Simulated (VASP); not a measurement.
# BiTe3 (P6/mmm) in VASP: notebook

The runs below take BiTe3 through single point, with PBE.

Everything below comes from runs of VASP 6.6.1. Logs are shortened: lines on timing, memory, paths and dates and some standing lists are left out, and cuts for length are marked.

**1. The cell of the first run**

The structure is hexagonal, space group P6/mmm (No. 191). The conventional cell has a = 4.485 Å, b = 4.485 Å, c = 8.278 Å, α = 90.00°, β = 90.00°, γ = 120.00°. Within 3.4 Å of Bi (site symmetry 6/mmm) lie 6 Te at 2.59 Å. Within 3.4 Å of Te (site symmetry -6m2) lie 3 Bi at 2.59 Å and 3 Te at 2.59 Å. Te (site symmetry 6/mmm) has 2 Bi at 4.14 Å and 18 Te at 4.48 to 4.88 Å within 5.4 Å.

**2. Single point, PBE**

INCAR

```
PREC = Accurate
ENCUT = 520
EDIFF = 1E-6
ISMEAR = 0
SIGMA = 0.1
LREAL = False
LASPH = True
NELM = 100
ALGO = Normal
ISIF = 2
LWAVE = False
LCHARG = True
GGA = PE
LELF = True
LVHAR = True
NBANDS = 24
```

KPOINTS

```
Automatic mesh
0
Gamma
  6 6 2
```

POSCAR

```
BiTe3
1.0
    4.4847216900      0.0000000000      0.0000000000
   -2.2423608400      3.8838829100      0.0000000000
    0.0000000000      0.0000000000      8.2775101500
Bi Te
1 3
Direct
    0.0000000000      0.0000000000      0.0000000000
    0.3333333300      0.6666666700      0.0000000000
    0.6666666700      0.3333333300      0.0000000000
    0.0000000000      0.0000000000      0.5000000000
```

Potentials or basis: VASP PAW PBE potentials, release 64 (Bi_d, Te).

Started as:

```
> cat potpaw_PBE.64/Bi_d/POTCAR potpaw_PBE.64/Te/POTCAR > POTCAR
> mpirun -np 1 vasp_std > vasp.out
```

OUTCAR:

```text
PREC = Accurate
   ENCUT = 520
   EDIFF = 1E-6
   ISMEAR = 0
   LREAL = False
   LASPH = True
   NELM = 100
   ISIF = 2
   GGA = PE

 ion  position               nearest neighbor table
   1  0.000  0.000  0.000-   2 2.59   3 2.59   2 2.59   3 2.59   3 2.59   2 2.59
   2  0.333  0.667  0.000-   1 2.59   3 2.59   3 2.59   1 2.59   1 2.59   3 2.59
   3  0.667  0.333  0.000-   1 2.59   2 2.59   2 2.59   1 2.59   1 2.59   2 2.59
   4  0.000  0.000  0.500-

  LATTYP: Found a hexagonal cell.
 ALAT       =     4.4847216900
 C/A-ratio  =     1.8457132286

  Lattice vectors:

 A1 = (   4.4847216900,   0.0000000000,   0.0000000000)
 A2 = (  -2.2423608400,   3.8838829100,   0.0000000000)
 A3 = (   0.0000000000,   0.0000000000,   8.2775101500)

Analysis of symmetry for initial positions (statically):
=====================================================================
 Subroutine PRICEL returns:
 Original cell was already a primitive cell.

 Routine SETGRP: Setting up the symmetry group for a
 hexagonal supercell.

 Subroutine GETGRP returns: Found 24 space group operations
 (whereof 24 operations were pure point group operations)
 out of a pool of 24 trial point group operations.

The static configuration has the point symmetry D_6h.

Analysis of symmetry for dynamics (positions and initial velocities):
=====================================================================
 Subroutine PRICEL returns:
 Original cell was already a primitive cell.

 Routine SETGRP: Setting up the symmetry group for a
 hexagonal supercell.

 Subroutine GETGRP returns: Found 24 space group operations
 (whereof 24 operations were pure point group operations)
 out of a pool of 24 trial point group operations.

The dynamic configuration has the point symmetry D_6h.

 Subroutine INISYM returns: Found 24 space group operations
 (whereof 24 operations are pure point group operations),
 and found     1 'primitive' translations

----------------------------------------------------------------------------------------

                                     Primitive cell

  volume of cell :     144.1788

  direct lattice vectors                    reciprocal lattice vectors
     4.484721690  0.000000000  0.000000000     0.222979277  0.128737145  0.000000000
    -2.242360840  3.883882910  0.000000000     0.000000000  0.257474291  0.000000000
     0.000000000  0.000000000  8.277510150     0.000000000  0.000000000  0.120809275

  length of vectors
     4.484721690  4.484721685  8.277510150     0.257474291  0.257474291  0.120809275

  position of ions in fractional coordinates (direct lattice)
     0.000000000  0.000000000  0.000000000
     0.333333330  0.666666670  0.000000000
     0.666666670  0.333333330  0.000000000
     0.000000000  0.000000000  0.500000000

  ion indices of the primitive-cell ions
   primitive index   ion index
                 1           1
                 2           2
                 3           3
                 4           4

----------------------------------------------------------------------------------------

 KPOINTS: Automatic mesh

Automatic generation of k-mesh.
 Grid dimensions read from file:
 generate k-points for:    6    6    2

 Generating k-lattice:

  Cartesian coordinates                     Fractional coordinates (reciprocal lattice)
     0.037163213  0.021456191  0.000000000     0.166666667  0.000000000  0.000000000
     0.000000000  0.042912382  0.000000000     0.000000000  0.166666667  0.000000000
     0.000000000  0.000000000  0.060404637     0.000000000  0.000000000  0.500000000

  Length of vectors
     0.042912382  0.042912382  0.060404637

  Shift w.r.t. Gamma in fractional coordinates (k-lattice)
     0.000000000  0.000000000  0.000000000

 Subroutine IBZKPT returns following result:
 ===========================================

 Found     14 irreducible k-points:

 Following reciprocal coordinates:
            Coordinates               Weight
  0.000000  0.000000  0.000000      1.000000
  0.166667  0.000000  0.000000      6.000000
  0.333333  0.000000  0.000000      6.000000
  0.500000  0.000000  0.000000      3.000000
  0.166667  0.166667  0.000000      6.000000
  0.333333  0.166667  0.000000     12.000000
  0.333333  0.333333  0.000000      2.000000
  0.000000  0.000000  0.500000      1.000000
  0.166667  0.000000  0.500000      6.000000
  0.333333  0.000000  0.500000      6.000000
  0.500000  0.000000  0.500000      3.000000
  0.166667  0.166667  0.500000      6.000000
  0.333333  0.166667  0.500000     12.000000
  0.333333  0.333333  0.500000      2.000000
   k-points           NKPTS =     14   k-points in BZ     NKDIM =     14   number of bands    NBANDS=     24
   number of dos      NEDOS =    301   number of ions     NIONS =      4
   total plane-waves  NPLWV =  82944
   dimension x,y,z NGX =    36 NGY =   36 NGZ =   64
   dimension x,y,z NGXF=    72 NGYF=   72 NGZF=  128
   ions per type =               1   3
   NGX,Y,Z   is equivalent  to a cutoff of  13.34, 13.34, 12.85 a.u.
   NGXF,Y,Z  is equivalent  to a cutoff of  26.69, 26.69, 25.71 a.u.
 SYSTEM =  unknown system
   PREC   = accura    normal or accurate (medium, high low for compatibility)
   ISTART =      0    job   : 0-new  1-cont  2-samecut
   ICHARG =      2    charge: 1-file 2-atom 10-const
   ISPIN  =      1    spin polarized calculation?
   LNONCOLLINEAR =      F non collinear calculations
   LSORBIT =      F    spin-orbit coupling
   LASPH  =      T    aspherical Exc in radial PAW
   ENCUT  =  520.0 eV  38.22 Ry    6.18 a.u.   8.34  8.34 15.39*2*pi/ulx,y,z
   NELM   =    100;   NELMIN=  2; NELMDL= -5     # of ELM steps
   EDIFF  = 0.1E-05   stopping-criterion for ELM
   LREAL  =      F    real-space projection
   EDIFFG = 0.1E-04   stopping-criterion for IOM
   NSW    =      0    number of steps for IOM
   IBRION =     -1    ionic relax: 0-MD 1-quasi-New 2-CG
   NFREE  =      0    steps in history (QN), initial steepest desc. (CG)
   ISIF   =      2    stress and relaxation
   ISYM   =      2    0-nonsym 1-usesym 2-fastsym
   POTIM  = 0.5000    time-step for ionic-motion
   TEBEG  =    0.0;   TEEND  =   0.0 temperature during run
   PSTRESS=    0.0 pullay stress
   NELECT =      33.0000    total number of electrons
   NUPDOWN=      -1.0000    fix difference up-down
   EMIN   =  10.00;   EMAX   =-10.00  energy-range for DOS
   EFERMI =   0.00;   METHOD = LEGACY
   ISMEAR =     0;   SIGMA  =   0.10  broadening in eV -4-tet -1-fermi 0-gaus
   EFERMI_NEDOS =   21; number of points for ismear=-14 and -15
   IALGO  =     38    algorithm
   IMIX   =      4    mixing-type and parameters
     AMIX     =   0.40;   BMIX     =  1.00
     AMIX_MAG =   1.60;   BMIX_MAG =  1.00
  volume/ion in A,a.u.               =      36.04       243.24
  Fermi-wavevector in a.u.,A,eV,Ry     =   1.001411  1.892392 13.644249  1.002824
  Thomas-Fermi vector in A             =   2.133831
   LORBIT       =      0    0 simple, 1 ext, 2 COOP (PROOUT), +10 PAW based schemes
   GGA     = PE    functional components
   LHFCALC =     F    Hartree Fock is set to
   AEXX    =    0.0000 exact exchange contribution
   IVDW    =     0    specifies the selected vdW correction
   LEPSILON=     F    determine dielectric tensor
   LRPA    =     F    only Hartree local field effects (RPA)
 non-spin polarized calculation
 Gauss-broadening in eV      SIGMA  =   0.10
  energy-cutoff  :      520.00
  volume of cell :      144.18
 maximum number of plane-waves:      3901
 NGX is ok and might be reduce to    36
   NGX = 17   NGY = 17   NGZ = 31

 number of electron      33.0000001 magnetization

 Free energy of the ion-electron system (eV)
  ---------------------------------------------------
  ext. energy  EPLUGINS =         0.00000000
  ---------------------------------------------------
  free energy    TOTEN  =        -0.68556892 eV

  energy without entropy =       -0.65620617  energy(sigma->0) =       -0.67088755

 E-fermi :   5.2125     XC(G=0):  -8.4418

 val. band max:        5.1840193941   @ k =   0.1667   0.1667   0.5000
 cond. band min:       5.2305901167   @ k =   0.5000   0.0000   0.5000
 fundamental gap:      0.0465707226
 Fermi energy:         5.2125102514

 k-point     1 :       0.0000    0.0000    0.0000
  band No.  band energies     occupation
      1     -19.3813      2.00000
      2     -19.3813      2.00000
      3     -19.0857      2.00000
      4     -18.8644      2.00000
      5     -18.8644      2.00000
      6     -13.2590      2.00000
[... 16 lines left out ...]
     23      11.2466      0.00000
     24      11.5334      0.00000

 k-point     2 :       0.1667    0.0000    0.0000
  band No.  band energies     occupation
      1     -19.3855      2.00000
      2     -19.3634      2.00000
      3     -19.0570      2.00000
      4     -18.8677      2.00000
      5     -18.8645      2.00000
      6     -12.9876      2.00000
[... 16 lines left out ...]
     23      11.8482      0.00000
     24      12.5173      0.00000

 k-point     3 :       0.3333    0.0000    0.0000
  band No.  band energies     occupation
      1     -19.3968      2.00000
      2     -19.3270      2.00000
      3     -18.9968      2.00000
      4     -18.8741      2.00000
      5     -18.8647      2.00000
      6     -12.1350      2.00000
[... 16 lines left out ...]
     23      10.5778      0.00000
     24      11.2158      0.00000
[... 244 lines left out ...]
 k-point    13 :       0.3333    0.1667    0.5000
  band No.  band energies     occupation
      1     -19.3841      2.00000
      2     -19.3246      2.00000
      3     -18.9705      2.00000
      4     -18.8752      2.00000
      5     -18.8669      2.00000
      6     -11.2385      2.00000
[... 16 lines left out ...]
     23      10.6934      0.00000
     24      11.2674      0.00000

 k-point    14 :       0.3333    0.3333    0.5000
  band No.  band energies     occupation
      1     -19.3492      2.00000
      2     -19.3492      2.00000
      3     -18.9609      2.00000
      4     -18.8718      2.00000
      5     -18.8718      2.00000
      6      -9.7266      2.00000
[... 16 lines left out ...]
     23      11.1845      0.00000
     24      12.8222      0.00000

------------------------ aborting loop because EDIFF is reached ----------------------------------------

  FORCE on cell =-STRESS in cart. coord.  units (eV):
  Direction    XX          YY          ZZ          XY          YZ          ZX
  --------------------------------------------------------------------------------------
  -------------------------------------------------------------------------------------
  Total       55.0719702     55.0719702     -4.0283910      0.0000001      0.0000000      0.0000000
  in kB      611.9836912    611.9836904    -44.7652337      0.0000008      0.0000000      0.0000000
  external PRESSURE =     393.0673826 kB  Pullay stress =       0.0000000 kB

 VOLUME and BASIS-vectors are now :
 -----------------------------------------------------------------------------
  energy-cutoff  :      520.00
  volume of cell :      144.18
      direct lattice vectors                 reciprocal lattice vectors
     4.484721690  0.000000000  0.000000000     0.222979277  0.128737145  0.000000000
    -2.242360840  3.883882910  0.000000000     0.000000000  0.257474291  0.000000000
     0.000000000  0.000000000  8.277510150     0.000000000  0.000000000  0.120809275

 POSITION                                       TOTAL-FORCE (eV/Angst)
 -----------------------------------------------------------------------------------
      0.00000      0.00000      0.00000        -0.000000      0.000000     -0.000000
     -0.00000      2.58926      0.00000         0.000000      0.000000     -0.000000
      2.24236      1.29463      0.00000        -0.000000      0.000000      0.000000
      0.00000      0.00000      4.13876        -0.000000      0.000000     -0.000000
 -----------------------------------------------------------------------------------
    total drift:                               -0.000000      0.000000     -0.000000

  FREE ENERGIE OF THE ION-ELECTRON SYSTEM (eV)
  ---------------------------------------------------
  free  energy   TOTEN  =        -0.6855689214 eV

  energy  without entropy=       -0.6562061725  energy(sigma->0) =       -0.67088755
```

Run time: 26 s. Hardware: 1 thread of Intel Xeon 6975P-C (Granite Rapids), shared host; peak memory 0.29 GiB.

What came out:

```yaml
Free_energy: -0.6856 eV
Pressure: 39.3 GPa
```

Stress tensor (GPa, compression positive):
```
61.20  0.00  0.00
 0.00 61.20  0.00
 0.00  0.00 -4.48
```

Caveat: the k points lie up to 0.38 Å⁻¹ apart; spin-orbit coupling is left out, which moves the levels of the heavy elements; this functional lacks dispersion, which binds the layers, so the pressure and a relaxed spacing across them are unreliable.

**3. Single point, PBE**

This run uses another cell than the first one, of 43.19 Å³/atom, 1.198 times its volume.

INCAR

```
SYSTEM = BiTe3
PREC = Accurate
ENCUT = 520
EDIFF = 1E-6
ISMEAR = 0
SIGMA = 0.1
LREAL = .FALSE.
LASPH = .TRUE.
NELM = 100
ALGO = Normal
ISIF = 2
LWAVE = .FALSE.
LCHARG = .FALSE.
GGA = PE
NBANDS = 24
```

KPOINTS

```
regular mesh
0
G
  6 6 2
  0 0 0
```

POSCAR

```
BiTe3
1.0
    5.6207972933     -0.0000000036      0.0000000000
   -2.8103986435      4.8677532474      0.0000000000
    0.0000000000      0.0000000000      6.3142525996
Bi Te
1 3
Direct
    0.0000000000      0.0000000000      0.0000000000
    0.3333333333      0.6666666667      0.0000000000
    0.6666666667      0.3333333333      0.0000000000
    0.0000000000      0.0000000000      0.5000000000
```

Potentials or basis: VASP PAW PBE potentials, release 64 (Bi_d, Te).

Started as:

```
> cat potpaw_PBE.64/Bi_d/POTCAR potpaw_PBE.64/Te/POTCAR > POTCAR
> mpirun -np 1 vasp_std > vasp.out
```

Run time: 33 s. Hardware: 1 thread of Intel Xeon 6975P-C (Granite Rapids), shared host; peak memory 0.29 GiB.

It converged, with:

| Property | Result |
| --- | --- |
| Free energy | -11.1619 eV |
| Pressure | 0.1 GPa |

Stress tensor (GPa, compression positive):
```
 0.10  0.00  0.00
 0.00  0.10  0.00
 0.00  0.00 -0.04
```

Levels at points of the mesh, in eV from the Fermi level:
| k point | band 13 | band 14 | band 15 | band 16 | band 17 | band 18 | band 19 | band 20 |
| --- | --- | --- | --- | --- | --- | --- | --- | --- |
| (0.00, 0.00, 0.00) | -3.12 | -3.12 | -1.04 | 0.08 | 0.08 | 0.29 | 4.23 | 5.04 |
| (0.50, 0.00, 0.00) | -1.29 | -1.25 | -0.58 | -0.27 | -0.23 | 0.97 | 2.02 | 2.28 |
| (0.00, 0.00, 0.50) | -3.00 | -2.51 | -0.29 | -0.29 | -0.26 | 0.21 | 1.14 | 4.92 |
| (0.50, 0.00, 0.50) | -1.06 | -0.83 | -0.45 | -0.10 | 0.23 | 0.51 | 0.98 | 1.80 |

Caveat: the k points lie up to 0.50 Å⁻¹ apart; spin-orbit coupling is left out, which moves the levels of the heavy elements.
